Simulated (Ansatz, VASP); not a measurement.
Two plane-wave programs on SiSb2

```
Si Sb
1.0
     4.07256    0.00000    0.00000
     0.00000    4.07256    0.00000
     0.00000    0.00000    9.75453
Si Sb
2 4
Direct
  0.50000 0.00000 0.36894
  0.00000 0.50000 0.63106
  0.00000 0.00000 0.00000
  0.50000 0.50000 0.00000
  0.50000 0.00000 0.64503
  0.00000 0.50000 0.35497
```

Alike in both runs: functional PBE; k mesh 10 × 10 × 6; occupations gaussian, width 0.1 eV; no spin polarisation.

Ansatz relaxed the structure, and its values are those at the end. VASP's run is a single point on that final structure, the one shown.

|  | VASP | Ansatz |
| --- | --- | --- |
| version | VASP 6.6.1 | Ansatz 0.2.0 |
| potentials or method | VASP PAW PBE potentials, release 64 (Si, Sb), cutoff 520 eV | scalar-relativistic, plane waves, PAW |
| valence electrons in the cell | 28 | 68 |

|  | VASP | Ansatz | Ansatz less VASP |
| --- | --- | --- | --- |
| gap on the k mesh at the Fermi level (eV) | none | none | - |
| pressure (GPa) | 0.0 | 0.0 | -0.05 |
| rms of the force components (eV/Å) | 0.007 | 0.001 | -0.0064 |

A gap of «none» marks a metal or a gap that the smearing closes. With one functional, cell and mesh, what is left measures potentials, basis and numerics. VASP's potentials hold 28 valence electrons a cell and Ansatz's 68, so a difference there can come from the potentials and not from the codes.

Neither program's run includes spin-orbit coupling.
